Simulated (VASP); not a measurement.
Here is a VASP 6.6.1 calculation.

File INCAR:

```
ALGO     = Normal         # electronic algorithm
EDIFF    = 1E-6           # SCF threshold, eV
ENCUT    = 520            # plane-wave cutoff, eV
GGA      = PE             # functional
ISIF     = 2              # what is computed and relaxed
ISMEAR   = 0              # smearing method
LASPH    = True           # aspherical terms in the spheres
LCHARG   = False          # write CHGCAR
LREAL    = False          # projectors in reciprocal space
LWAVE    = False          # write WAVECAR
NBANDS   = 80             # bands
NELM     = 60             # most SCF steps
PREC     = Accurate       # precision mode
SIGMA    = 0.05           # smearing width, eV
```

The input KPOINTS:

```
k-points
0
Gamma
  3 2 3
```

File POSCAR:

```
Sc12C
1.0
    6.6200000000      0.0000000000      0.0000000000
   -4.9650000000      8.5996320000      0.0000000000
    0.0000000000      0.0000000000      5.2761400000
Sc C
12 1
Direct
    0.0022318107      0.0019499672      0.0011749120
    0.1814504239      0.2414569600      0.5104807681
   -0.0023983871      0.3391395120     -0.0012876838
    0.1578723012      0.5504343674      0.4928017452
    0.0025617652      0.6635786276     -0.0050256437
    0.1744903653      0.8805138406      0.5076538909
    0.4933487939     -0.0085697853     -0.0018835740
    0.6653493696      0.2234138624      0.5073068569
    0.5111766966      0.3438758775      0.0024643016
    0.6681837856      0.5525248057      0.4990263716
    0.4856075766      0.6585541102     -0.0063785267
    0.6488099852      0.8805031425      0.5072507553
    0.0046278945      0.0048492773      0.4215875621
```

Potentials or basis: VASP PAW PBE potentials, release 64 (Sc_sv, C).

Run with:

```bash
$ cat potpaw_PBE.64/Sc_sv/POTCAR potpaw_PBE.64/C/POTCAR > POTCAR
$ mpirun -np 1 vasp_std > vasp.out
```

Question: Predict the pressure.

Answer: 1.4 GPa.

Question: Estimate the largest force.

Answer: 0.565 eV/Å.

Question: Estimate the band gap on the k mesh.

Answer: Zero (bands 68 and 69 overlap by 0.34 eV).

Stress tensor (GPa, compression positive):
```
 2.29  0.07 -0.05
 0.07  2.47  0.05
-0.05  0.05 -0.54
```

Caveat: the k points lie up to 0.40 Å⁻¹ apart.
